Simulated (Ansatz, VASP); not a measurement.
**KRb in VASP and in Ansatz**

```xyz
2
Lattice="4.8256 0.0000 0.0000 0.0000 4.8256 0.0000 0.0000 0.0000 6.8094" Properties=species:S:1:pos:R:3 pbc="T T T"
K     0.0000    0.0000    0.0000
Rb    2.4128    2.4128    3.4047
```

Alike in both runs: functional PBEsol; k mesh 10 × 10 × 6; occupations fermi-dirac, width 0.15 eV; no spin polarisation.

Ansatz relaxed the structure, and its values are those at the end. VASP's run is a single point on that final structure, the one shown.

```csv
,VASP,Ansatz
version,VASP 6.6.1,Ansatz 0.2.0
potentials or method,"VASP PAW PBE potentials, release 64 (K_sv, Rb_sv), cutoff 520 eV","scalar-relativistic, plane waves, PAW"
valence electrons in the cell,18,18
```

|  | VASP | Ansatz | Ansatz less VASP |
| --- | --- | --- | --- |
| gap on the k mesh at the Fermi level (eV) | none | none | - |
| pressure (GPa) | 0.0 | 0.0 | +0.01 |

VASP's potentials were made for PBE, not for PBEsol. A gap of «none» marks a metal or a gap that the smearing closes.
